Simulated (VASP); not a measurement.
Wanted: the native input for a VASP 6.6.1 run.

- Task: relaxation of cell and atoms
- Functional: PBE
- Dispersion: D3(BJ)
- Potentials or basis: VASP PAW PBE potentials, release 64 (Ga_d, S, Se)
- Cutoff: 500 eV
- k mesh: 6 × 6 × 2
- Occupations: gaussian, width 0.1 eV
- Spin: no spin polarisation
- Dipole correction: no
- Further INCAR settings: ALGO = Normal; EDIFF = 1e-07; IBRION = 2; EDIFFG = -0.05; NSW = 100; ISIF = 3

The structure of Ga4Se3S lies in POSCAR:

```
Ga4Se3S
1.0
    3.7329364100      0.0000000000      0.0000000000
   -1.8664682100      3.2328177700      0.0000000000
    0.0000000000      0.0000000000     16.3519756400
Ga S Se
4 1 3
Direct
    0.3333333300      0.6666666700      0.1761417700
    0.6666666700      0.3333333300      0.6761417700
    0.6666666700      0.3333333300      0.8238582300
    0.3333333300      0.6666666700      0.3238582300
    0.3333333300      0.6666666700      0.6061295400
    0.6666666700      0.3333333300      0.1061295400
    0.6666666700      0.3333333300      0.3938704600
    0.3333333300      0.6666666700      0.8938704600
```

The input as run:

INCAR

```
SYSTEM = Ga4Se3S
ALGO     = Normal         ! electronic algorithm
EDIFF    = 1E-7           ! SCF threshold, eV
EDIFFG   = -0.05          ! ionic threshold
ENCUT    = 500            ! plane-wave cutoff, eV
GGA      = PE             ! functional
GGA_COMPAT= .FALSE.      
IBRION   = 2              ! ionic algorithm
ISIF     = 3              ! what is computed and relaxed
ISMEAR   = 0              ! smearing method
IVDW     = 12             ! dispersion correction
LASPH    = .TRUE.         ! aspherical terms in the spheres
LCHARG   = .FALSE.        ! write CHGCAR
LREAL    = .FALSE.        ! projectors in reciprocal space
LWAVE    = .FALSE.        ! write WAVECAR
NELM     = 120            ! most SCF steps
NELMIN   = 4            
NSW      = 100            ! ionic steps
PREC     = Accurate       ! precision mode
SIGMA    = 0.1            ! smearing width, eV
```

KPOINTS

```
k-points
0
G
  6 6 2
  0 0 0
```

Potentials or basis: VASP PAW PBE potentials, release 64 (Ga_d, S, Se).

Launch:

```sh
$ cat potpaw_PBE.64/Ga_d/POTCAR potpaw_PBE.64/S/POTCAR potpaw_PBE.64/Se/POTCAR > POTCAR
$ mpirun -np 1 vasp_std > vasp.out
```

It gave:

```yaml
Relaxed_volume: 23.80 Å³/atom
Relaxed_cell: a = 3.731 Å, b = 3.731 Å, c = 15.797 Å, α = 90.00°, β = 90.00°, γ = 120.00°
Space_group_after_relaxing_to_0.1_Å: P3m1 (No. 156)
Energy_gained_by_relaxing: 15.1 meV/atom
Ionic_steps: 18
Pressure_after_relaxing: 0.0 GPa
Largest_force_after_relaxing: 0.040 eV/Å
Band_gap_on_the_k_mesh: 0.94 eV
Dispersion_energy_per_atom: -0.286 eV
```

Caveat: the relaxation stopped at a loose force limit of 0.05 eV/Å, so its end isn't a converged minimum.

Run time: 43 min on 1 thread of Oxide Virtual Turin-like Processor, with other jobs on the host, peak memory 0.34 GiB.
